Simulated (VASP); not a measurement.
Set up this calculation in VASP 6.6.1, as the native input.

```yaml
Task: single point
Functional: PBE
Dispersion: D3(BJ)
Potentials_or_basis: VASP PAW PBE potentials, release 64 (C, O, H)
Cutoff: 520 eV
k_mesh: 1 × 1 × 1
Occupations: fermi-dirac, width 0.02 eV
Spin: no spin polarisation
Dipole_correction: no
Further_INCAR_settings: LREAL = Auto; ALGO = Normal; EDIFF = 1e-06; NBANDS = 64
```

The structure of H6C2O lies in POSCAR:

```
H6C2O
1.0
    7.9602190000      0.0000000000      0.0000000000
    0.0000000000      7.9602190000      0.0000000000
    0.0000000000      0.0000000000      7.9602190000
C O H
8 4 24
Direct
    0.8842321039      0.0006547847      0.4551202022
    0.9263849173      0.0037267240      0.6404494011
    0.5540656886      0.5647517420      0.1045335378
    0.7178391352      0.5029308390      0.1813346487
    0.2534021704      0.1368949343     -0.0308961791
    0.1227194538      0.2121757127      0.0855434751
    0.2753866545      0.6131000696      0.5663173718
    0.1291691387      0.5264454995      0.6547888723
    0.8643465808      0.1583159118      0.7112934708
    0.7126774651      0.3226275528      0.2089235024
   -0.0411138601      0.1546030466      0.0365594213
    0.0964026939      0.3721950008      0.5704398941
    0.8956724391      0.1576271405      0.8327287272
    0.8691446609     -0.1047823755      0.7065499211
    1.0640883735     -0.0041931900      0.6576298467
    0.9382493907     -0.1106822598      0.3929924153
    0.7472814453     -0.0005970652      0.4352484643
    0.9379252570      0.1124993074      0.3936155661
    0.7105923096      0.3031033657      0.3292702731
    0.8238212746      0.5278894856      0.0958658998
    0.7446610346      0.5667586500      0.3009689622
    0.5645595913      0.6993239081      0.0740334625
    0.5261807665      0.4957622801     -0.0118719060
    0.4482050169      0.5479734322      0.1917774529
   -0.1277746276      0.2127132890      0.1053152339
    0.1475407008      0.1748078190      0.2166825374
    0.1281379217      0.3507142184      0.0806596861
    0.3799097961      0.1742076263      0.0096578794
    0.2464321434     -0.0010826439     -0.0287512239
    0.2352471448      0.1799371997     -0.1608563308
    0.0036318993      0.3116430229      0.6275431375
    0.1616507426      0.5045130666      0.7889296844
    0.0172514714      0.6094044407      0.6532407449
    0.3040247709      0.7353295841      0.6249750532
    0.3881749470      0.5333329748      0.5722315835
    0.2446310876      0.6343631059      0.4328674108
```

These files were run (other wordings do the same):

INCAR

```
SYSTEM = H6C2O
ALGO = Normal
EDIFF = 1E-6
ENCUT = 520
GGA = PE
ISIF = 2
ISMEAR = -1
IVDW = 12
LASPH = .True.
LCHARG = .False.
LREAL = Auto
LWAVE = .False.
NBANDS = 64
NELM = 100
PREC = Accurate
SIGMA = 0.02
```

KPOINTS

```
k-points
0
Gamma
  1 1 1
  0 0 0
```

Potentials or basis: VASP PAW PBE potentials, release 64 (C, O, H).

Launch:

```sh
$ cat potpaw_PBE.64/C/POTCAR potpaw_PBE.64/O/POTCAR potpaw_PBE.64/H/POTCAR > POTCAR
$ mpirun -np 1 vasp_gam > vasp.out
```

It gave:

```yaml
Pressure: -0.5 GPa
Largest_force: 0.211 eV/Å
Band_gap_on_the_k_mesh: 4.41 eV
Dispersion_energy_per_atom: -0.029 eV
```

Caveat: the k points lie up to 0.79 Å⁻¹ apart.

It took 41 s on 1 thread of AMD EPYC 9R45 (Zen 5) (shared host), peak memory 0.4 GiB.
